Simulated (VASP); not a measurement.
**Sb2PtAu2: single point with PBEsol**

Sb2PtAu2:

```
CELL_PARAMETERS angstrom
-1.80992 1.80992 7.41070
1.80992 -1.80992 7.41070
1.80992 1.80992 -7.41070
ATOMIC_POSITIONS crystal
Sb 0.60169 0.60169 0.00000
Sb 0.39831 0.39831 0.00000
Pt 0.00000 0.00000 0.00000
Au 0.20199 0.20199 0.00000
Au 0.79801 0.79801 0.00000
```

* Program: VASP 6.6.1
* Task: single point
* Functional: PBEsol
* Potentials or basis: VASP PAW PBE potentials, release 64 (Sb, Pt, Au)
* Cutoff: 520 eV
* k mesh: 8 × 8 × 8
* Occupations: fermi-dirac, width 0.03 eV
* Spin: no spin polarisation
* Dipole correction: no
* Further INCAR settings: ALGO = Normal; EDIFF = 1e-06; NBANDS = 29

| Item | Value |
| --- | --- |
| Pressure | -0.2 GPa |
| Largest force | 0.011 eV/Å |
| Band gap on the k mesh | zero (bands 21 and 22 overlap by 2.47 eV) |

Forces in eV/Å, atoms in the order of the input:
```
Sb   0.000  0.000  0.011
Sb   0.000  0.000 -0.011
Pt   0.000  0.000  0.000
Au   0.000  0.000 -0.003
Au   0.000  0.000  0.003
```

Levels at points of the mesh, in eV from the Fermi level:
```csv
k point,band 17,band 18,band 19,band 20,band 21,band 22,band 23,band 24,band 25,band 26
"(0.00, 0.00, 0.00)",-2.56,-2.02,0.02,0.60,0.66,0.66,1.66,1.66,3.38,3.71
"(0.50, 0.00, 0.00)",-3.28,-2.91,-2.46,-1.74,-0.42,2.35,2.62,2.89,3.47,5.17
"(0.50, 0.50, 0.00)",-2.12,-1.74,-1.71,-1.17,-1.08,-0.92,0.80,1.00,1.39,2.33
"(0.50, 0.50, 0.50)",-2.66,-2.55,-0.52,-0.52,-0.50,2.00,3.31,3.37,3.37,5.14
```

Run time: 7.2 min on 1 thread of AMD EPYC 7R13 Processor (Zen 3), with other jobs on the host, peak memory 0.55 GiB.

Caveat: the PAW data sets were made with another functional, which shifts forces and pressure a little; spin-orbit coupling is left out, which moves the levels of the heavy elements.
